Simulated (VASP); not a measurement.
# CuSi16 (a cell with a defect) in VASP: further runs

CuSi16 (a cell with a defect) is run at these levels: PBE; tasks: single point.

Program: VASP 6.6.1. These are calculated values, not measurements. Logs are shortened: lines on timing, memory, paths and dates and some standing lists are left out, and cuts for length are marked.

**1. The cell of the first run**

The cell holds a defect, 17 atoms: a = 7.679 Å, b = 7.679 Å, c = 7.679 Å, α = 60.00°, β = 60.00°, γ = 60.00°.

**2. Single point, PBE**

The input, INCAR:

```
SYSTEM = CuSi16
ALGO = Normal
EDIFF = 1E-6
ENCUT = 520
GGA = PE
ISIF = 2
ISMEAR = -1
LASPH = .TRUE.
LCHARG = .FALSE.
LREAL = Auto
LWAVE = .FALSE.
NBANDS = 52
NELECT = 74.0
NELM = 80
PREC = Accurate
SIGMA = 0.02
```

The input, KPOINTS:

```
k-points
0
G
  2 2 2
  0 0 0
```

The input, POSCAR:

```
CuSi16
1.0
    0.0000000000      5.4300000000      5.4300000000
    5.4300000000      0.0000000000      5.4300000000
    5.4300000000      5.4300000000      0.0000000000
Si Cu
16 1
Direct
   -0.0010186924     -0.0109120626      0.0058593923
    0.1264014733      0.1236217311      0.1207672192
   -0.0259331492      0.0390340700      0.4892777164
    0.1197339779      0.1217242173      0.6291687845
   -0.0039978821      0.5109546041     -0.0049822284
    0.1304509208      0.6145619705      0.1294737569
   -0.0090190608      0.5120748619      0.5014361878
    0.1035124309      0.6672380295      0.6157901473
    0.5008688766     -0.0114033149      0.0137646409
    0.6260048803      0.1144168508      0.1353956722
    0.4954990792     -0.0119714549      0.5081289134
    0.6054501842      0.1232118785      0.6392155617
    0.5022812155      0.4877158379      0.0117826888
    0.6235876611      0.6143563536      0.1357690608
    0.4821278085      0.5105088398      0.5081436464
    0.6192081031      0.6137460405      0.6400745856
    0.2185290976      0.2957933702      0.7353141805
```

Potentials or basis: VASP PAW PBE potentials, release 64 (Si, Cu).

Run with:

```sh
cat potpaw_PBE.64/Si/POTCAR potpaw_PBE.64/Cu/POTCAR > POTCAR
mpirun -np 1 vasp_std > vasp.out
```

OUTCAR:

```text
SYSTEM = CuSi16
   EDIFF = 1E-6
   ENCUT = 520
   GGA = PE
   ISIF = 2
   ISMEAR = -1
   LASPH = .TRUE.
   LREAL = Auto
   NELECT = 74.0
   NELM = 80
   PREC = Accurate

 ion  position               nearest neighbor table
   1  0.999  0.989  0.006-  10 2.34   6 2.35   4 2.36   2 2.36  17 2.88
   2  0.126  0.124  0.121-   3 2.33   9 2.35   1 2.36   5 2.43  17 2.44
   3  0.974  0.039  0.489-   4 2.32   2 2.33  12 2.33   8 2.33
   4  0.120  0.122  0.629-   3 2.32  11 2.36   1 2.36  17 2.40   7 2.45
   5  0.996  0.511  0.995-  14 2.34   6 2.34   8 2.39   2 2.43  17 2.59
   6  0.130  0.615  0.129-  13 2.33   7 2.34   5 2.34   1 2.35
   7  0.991  0.512  0.501-  16 2.34   6 2.34   8 2.40   4 2.45  17 2.51
   8  0.104  0.667  0.616-  17 2.33   3 2.33  15 2.38   5 2.39   7 2.40
   9  0.501  0.989  0.014-  10 2.34  14 2.35   2 2.35  12 2.35
  10  0.626  0.114  0.135-   9 2.34  11 2.34   1 2.34  13 2.34
  11  0.495  0.988  0.508-  10 2.34  16 2.35   4 2.36  12 2.36  17 2.92
  12  0.605  0.123  0.639-   3 2.33   9 2.35  11 2.36  15 2.43  17 2.44
  13  0.502  0.488  0.012-  16 2.33   6 2.33  14 2.33  10 2.34
  14  0.624  0.614  0.136-  13 2.33  15 2.34   5 2.34   9 2.35
  15  0.482  0.511  0.508-  16 2.34  14 2.34   8 2.38  12 2.43  17 2.61
  16  0.619  0.614  0.640-  13 2.33   7 2.34  15 2.34  11 2.35
  17  0.219  0.296  0.735-   8 2.33   4 2.40   2 2.44  12 2.44   7 2.51   5 2.59  15 2.61   1 2.88
                            11 2.92

  LATTYP: Found a face centered cubic cell.
 ALAT       =    10.8600000000

  Lattice vectors:

 A1 = (   0.0000000000,   5.4300000000,   5.4300000000)
 A2 = (   5.4300000000,   0.0000000000,   5.4300000000)
 A3 = (   5.4300000000,   5.4300000000,   0.0000000000)

Analysis of symmetry for initial positions (statically):
=====================================================================
 Subroutine PRICEL returns:
 Original cell was already a primitive cell.

 Routine SETGRP: Setting up the symmetry group for a
 face centered cubic supercell.

 Subroutine GETGRP returns: Found  1 space group operations
 (whereof  1 operations were pure point group operations)
 out of a pool of 48 trial point group operations.

The static configuration has the point symmetry C_1 .

Analysis of symmetry for dynamics (positions and initial velocities):
=====================================================================
 Subroutine PRICEL returns:
 Original cell was already a primitive cell.

 Routine SETGRP: Setting up the symmetry group for a
 face centered cubic supercell.

 Subroutine GETGRP returns: Found  1 space group operations
 (whereof  1 operations were pure point group operations)
 out of a pool of 48 trial point group operations.

The dynamic configuration has the point symmetry C_1 .

 Subroutine INISYM returns: Found  1 space group operations
 (whereof  1 operations are pure point group operations),
 and found     1 'primitive' translations

----------------------------------------------------------------------------------------

                                     Primitive cell

  volume of cell :     320.2060

  direct lattice vectors                    reciprocal lattice vectors
     0.000000000  5.430000000  5.430000000    -0.092081031  0.092081031  0.092081031
     5.430000000  0.000000000  5.430000000     0.092081031 -0.092081031  0.092081031
     5.430000000  5.430000000  0.000000000     0.092081031  0.092081031 -0.092081031

  length of vectors
     7.679179644  7.679179644  7.679179644     0.159489025  0.159489025  0.159489025

  position of ions in fractional coordinates (direct lattice)
     0.998981308  0.989087937  0.005859392
     0.126401473  0.123621731  0.120767219
     0.974066851  0.039034070  0.489277716
     0.119733978  0.121724217  0.629168785
     0.996002118  0.510954604  0.995017772
     0.130450921  0.614561970  0.129473757
[... 9 lines left out ...]
     0.619208103  0.613746040  0.640074586
     0.218529098  0.295793370  0.735314180

  ion indices of the primitive-cell ions
   primitive index   ion index
                 1           1
                 2           2
                 3           3
                 4           4
                 5           5
                 6           6
[... 9 lines left out ...]
                16          16
                17          17

----------------------------------------------------------------------------------------

 KPOINTS: k-points

Automatic generation of k-mesh.
 Grid dimensions read from file:
 generate k-points for:    2    2    2

 Generating k-lattice:

  Cartesian coordinates                     Fractional coordinates (reciprocal lattice)
    -0.046040516  0.046040516  0.046040516     0.500000000  0.000000000  0.000000000
     0.046040516 -0.046040516  0.046040516     0.000000000  0.500000000  0.000000000
     0.046040516  0.046040516 -0.046040516     0.000000000  0.000000000  0.500000000

  Length of vectors
     0.079744512  0.079744512  0.079744512

  Shift w.r.t. Gamma in fractional coordinates (k-lattice)
     0.000000000  0.000000000  0.000000000

 Subroutine IBZKPT returns following result:
 ===========================================

 Found      8 irreducible k-points:

 Following reciprocal coordinates:
            Coordinates               Weight
  0.000000  0.000000  0.000000      1.000000
  0.500000  0.000000  0.000000      1.000000
  0.000000  0.500000  0.000000      1.000000
  0.000000  0.000000  0.500000      1.000000
  0.500000  0.500000  0.500000      1.000000
  0.500000  0.500000  0.000000      1.000000
  0.000000  0.500000  0.500000      1.000000
  0.500000  0.000000  0.500000      1.000000
   k-points           NKPTS =      8   k-points in BZ     NKDIM =      8   number of bands    NBANDS=     52
   number of dos      NEDOS =    301   number of ions     NIONS =     17
   total plane-waves  NPLWV = 216000
   dimension x,y,z NGX =    60 NGY =   60 NGZ =   60
   dimension x,y,z NGXF=   120 NGYF=  120 NGZF=  120
   ions per type =              16   1
   NGX,Y,Z   is equivalent  to a cutoff of  12.99, 12.99, 12.99 a.u.
   NGXF,Y,Z  is equivalent  to a cutoff of  25.98, 25.98, 25.98 a.u.
 SYSTEM =  CuSi16
   PREC   = accura    normal or accurate (medium, high low for compatibility)
   ISTART =      0    job   : 0-new  1-cont  2-samecut
   ICHARG =      2    charge: 1-file 2-atom 10-const
   ISPIN  =      1    spin polarized calculation?
   LNONCOLLINEAR =      F non collinear calculations
   LSORBIT =      F    spin-orbit coupling
   LASPH  =      T    aspherical Exc in radial PAW
   ENCUT  =  520.0 eV  38.22 Ry    6.18 a.u.  14.28 14.28 14.28*2*pi/ulx,y,z
   NELM   =     80;   NELMIN=  2; NELMDL= -5     # of ELM steps
   EDIFF  = 0.1E-05   stopping-criterion for ELM
   LREAL  =      T    real-space projection
   EDIFFG = 0.1E-04   stopping-criterion for IOM
   NSW    =      0    number of steps for IOM
   IBRION =     -1    ionic relax: 0-MD 1-quasi-New 2-CG
   NFREE  =      0    steps in history (QN), initial steepest desc. (CG)
   ISIF   =      2    stress and relaxation
   ISYM   =      2    0-nonsym 1-usesym 2-fastsym
   POTIM  = 0.5000    time-step for ionic-motion
   TEBEG  =    0.0;   TEEND  =   0.0 temperature during run
   PSTRESS=    0.0 pullay stress
   NELECT =      74.0000    total number of electrons
   NUPDOWN=      -1.0000    fix difference up-down
   EMIN   =  10.00;   EMAX   =-10.00  energy-range for DOS
   EFERMI =   0.00;   METHOD = LEGACY
   ISMEAR =    -1;   SIGMA  =   0.02  broadening in eV -4-tet -1-fermi 0-gaus
   EFERMI_NEDOS =   21; number of points for ismear=-14 and -15
   IALGO  =     38    algorithm
   IMIX   =      4    mixing-type and parameters
     AMIX     =   0.40;   BMIX     =  1.00
     AMIX_MAG =   1.60;   BMIX_MAG =  1.00
  volume/ion in A,a.u.               =      18.84       127.11
  Fermi-wavevector in a.u.,A,eV,Ry     =   1.004636  1.898488 13.732283  1.009294
  Thomas-Fermi vector in A             =   2.137265
   LORBIT       =      0    0 simple, 1 ext, 2 COOP (PROOUT), +10 PAW based schemes
   GGA     = PE    functional components
   LHFCALC =     F    Hartree Fock is set to
   AEXX    =    0.0000 exact exchange contribution
   IVDW    =     0    specifies the selected vdW correction
   LEPSILON=     F    determine dielectric tensor
   LRPA    =     F    only Hartree local field effects (RPA)
 non-spin polarized calculation
  energy-cutoff  :      520.00
  volume of cell :      320.21
 maximum number of plane-waves:      8646
 NGX is ok and might be reduce to    60
   NGX = 29   NGY = 29   NGZ = 29

 number of electron      74.0000002 magnetization

 Free energy of the ion-electron system (eV)
  ---------------------------------------------------
  ext. energy  EPLUGINS =         0.00000000
  ---------------------------------------------------
  free energy    TOTEN  =       -94.21530569 eV

  energy without entropy =      -94.21528686  energy(sigma->0) =      -94.21529628

 E-fermi :   6.3917     XC(G=0):  -9.6093

 val. band max:        6.2184564480   @ k =   0.0000   0.0000   0.0000
 cond. band min:       6.5627029855   @ k =   0.0000   0.0000   0.0000
 fundamental gap:      0.3442465375
 Fermi energy:         6.3917240938

 k-point     1 :       0.0000    0.0000    0.0000
  band No.  band energies     occupation
      1      -5.8923      2.00000
      2      -3.5461      2.00000
      3      -3.5038      2.00000
      4      -3.4724      2.00000
      5      -3.4656      2.00000
      6      -2.0359      2.00000
[... 41 lines left out ...]
     48       8.4537      0.00000
     49       8.7331      0.00000

 k-point     2 :       0.5000    0.0000    0.0000
  band No.  band energies     occupation
      1      -5.2241      2.00000
      2      -4.9306      2.00000
      3      -3.2872      2.00000
      4      -3.2615      2.00000
      5      -3.1635      2.00000
      6      -3.0389      2.00000
[... 304 lines left out ...]
 k-point     8 :       0.5000    0.0000    0.5000
  band No.  band energies     occupation
      1      -4.9305      2.00000
      2      -4.7157      2.00000
      3      -3.8703      2.00000
      4      -3.7775      2.00000
      5      -3.7439      2.00000
      6      -3.7384      2.00000
[... 41 lines left out ...]
     48      10.4920      0.00000
     49      10.5205      0.00000
 [bands above 49 left out]

------------------------ aborting loop because EDIFF is reached ----------------------------------------

  FORCE on cell =-STRESS in cart. coord.  units (eV):
  Direction    XX          YY          ZZ          XY          YZ          ZX
  --------------------------------------------------------------------------------------
  -------------------------------------------------------------------------------------
  Total       -1.9483945     -1.6373035     -2.0485791     -0.0698876     -0.1301888      0.4259585
  in kB       -9.7489532     -8.1923837    -10.2502355     -0.3496882     -0.6514105      2.1313189
  external PRESSURE =      -9.3971908 kB  Pullay stress =       0.0000000 kB

 VOLUME and BASIS-vectors are now :
 -----------------------------------------------------------------------------
  energy-cutoff  :      520.00
  volume of cell :      320.21
      direct lattice vectors                 reciprocal lattice vectors
     0.000000000  5.430000000  5.430000000    -0.092081031  0.092081031  0.092081031
     5.430000000  0.000000000  5.430000000     0.092081031 -0.092081031  0.092081031
     5.430000000  5.430000000  0.000000000     0.092081031  0.092081031 -0.092081031

 POSITION                                       TOTAL-FORCE (eV/Angst)
 -----------------------------------------------------------------------------------
      5.40256      5.45629     10.79522        -0.008489     -0.000071      0.008216
      1.32703      1.34213      1.35763         0.021135      0.006523     -0.028861
      2.86873      7.94596      5.50114        -0.007508      0.039231      0.002998
      4.07735      4.06654      1.31112         0.017489     -0.021212     -0.018915
      8.17743     10.81124      8.18278         0.002240      0.004587      0.012287
      4.04011      1.41139      4.04542         0.015467     -0.014487     -0.022304
[... 9 lines left out ...]
      6.80825      6.83790      6.69494        -0.013687     -0.003054      0.018537
      5.59891      5.17937      2.79277         0.016849      0.022653     -0.001551
 -----------------------------------------------------------------------------------
    total drift:                               -0.003302      0.004220      0.000779

  FREE ENERGIE OF THE ION-ELECTRON SYSTEM (eV)
  ---------------------------------------------------
  free  energy   TOTEN  =       -94.2153056943 eV

  energy  without entropy=      -94.2152868647  energy(sigma->0) =      -94.21529628
```

Run time: 5.7 min. Hardware: 1 thread of Intel Xeon Platinum 8259CL at 2.50GHz (Skylake/Cascade Lake), shared host; peak memory 0.49 GiB.

What came out:

| Quantity | Value |
| --- | --- |
| Free energy | -94.2153 eV |
| Largest force | 0.046 eV/Å |

Forces on the atoms (eV/Å):
```
Si  -0.008  0.000  0.008
Si   0.021  0.007 -0.029
Si  -0.008  0.039  0.003
Si   0.017 -0.021 -0.019
Si   0.002  0.005  0.012
Si   0.015 -0.014 -0.022
Si  -0.012  0.036  0.015
Si   0.000 -0.020 -0.005
Si  -0.011 -0.031 -0.002
Si  -0.005 -0.004  0.005
Si   0.016  0.002  0.009
Si  -0.015  0.019  0.040
Si   0.004 -0.035 -0.016
Si  -0.011 -0.002  0.001
Si  -0.009  0.001 -0.016
Si  -0.014 -0.003  0.019
Cu   0.017  0.023 -0.002
```

Caveat: the k points lie up to 0.50 Å⁻¹ apart; the cell carries a net charge on a neutralising background, which shifts energy and pressure; the cell is charged against a uniform background, so pressure and absolute levels hang on convention.

[end of part 1 of 2]
